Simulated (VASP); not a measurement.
Runs of VASP 6.6.1 on CaO. The structure is that of space group Fm-3m (No. 225), or close to it. The cells are those of the table. 

```csv
spin,fixed moment (μB),cell,k mesh,smearing,gap on the mesh (eV),pressure (GPa),moment (μB)
off,-,"a = 3.399 Å, angles 60.0°, 2 atoms",4 × 4 × 4,gaussian 0.1 eV,3.63,2.1,-
"collinear, zero start",-,"a = 3.410 Å, angles 60.0°, 2 atoms",4 × 4 × 4,fermi-dirac 0.051704 eV,3.63,0.9,0.00
off,-,"a = 3.444 Å, angles 60.0°, 2 atoms",4 × 4 × 4,gaussian 0.1 eV,3.64,-2.0,-
off,-,"a = 3.399 Å, angles 60.0°, 2 atoms",5 × 5 × 5,gaussian 0.1 eV,(a),2.1,-
off,-,"a = 3.399 Å, angles 60.0°, 2 atoms","2 × 2 × 2, shifted",gaussian 0.1 eV,(c),1.1,-
off,-,"a = 3.439, b = 3.394, c = 3.356 Å, angles 60.0, 59.8, 59.7°, 2 atoms","2 × 2 × 2, shifted",gaussian 0.1 eV,4.20,3.1,-
"collinear, ferromagnetic start",4.0,"a = 3.399 Å, angles 60.0°, 2 atoms","2 × 2 × 2, shifted",gaussian 0.1 eV,-,(b),4.00
```

Alike in all rows: task single point; level PBE; potentials or basis VASP PAW PBE potentials, release 64 (Ca_sv, O); cutoff (eV) 600.

Q: Fill in the values left out.

A: (a) 3.82; (b) 58.8; (c) 6.05.

Caveats: all runs use coarse meshes; a shifted mesh leaves out Γ, where band edges can lie (at least some runs); an odd mesh through Γ misses points on the zone boundary, where band edges can lie (at least some runs); the moment is held away from its start (at least some runs); the total moment is fixed, so each spin has its own Fermi level (at least some runs).
